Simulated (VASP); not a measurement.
C:

```xyz
2
Lattice="0.0000 1.7800 1.7800 1.7800 0.0000 1.7800 1.7800 1.7800 0.0000" Properties=species:S:1:pos:R:3 pbc="T T T"
C     0.0000    0.0000    0.0000
C     0.8900    0.8900    0.8900
```

```yaml
Program: VASP 6.6.1
Task: relaxation of cell and atoms
Functional: LDA
Potentials_or_basis: VASP PAW LDA potentials, release 64 (C)
Cutoff: 600 eV
k_mesh: 10 × 10 × 10
Occupations: gaussian, width 0.1 eV
Spin: no spin polarisation
```

At the start: pressure -9.9 GPa; volume 5.64 Å³/atom.

**Question.** Where does the relaxation end?

**Answer.** Over 3 steps the energy falls by 3.9 meV/atom and the volume is 5.52 Å³/atom (-2.2 %); space group Fd-3m (No. 227, to 0.1 Å) before and after.

Step by step:
```csv
step,energy change (eV),largest force (eV/Å),pressure (GPa),volume (Å³)
1,0.0000,0.0000,-9.95,11.28
2,0.0057,0.0000,14.15,10.72
3,-0.0078,0.0000,-0.07,11.03
```

Final structure:
```yaml
crystal:
  lattice:
    - [0.00000, 1.76693, 1.76693]
    - [1.76693, 0.00000, 1.76693]
    - [1.76693, 1.76693, 0.00000]
  atoms:
    - { symbol: C, position: [0.00000, 0.00000, 0.00000] }
    - { symbol: C, position: [0.25000, 0.25000, 0.25000] }
```
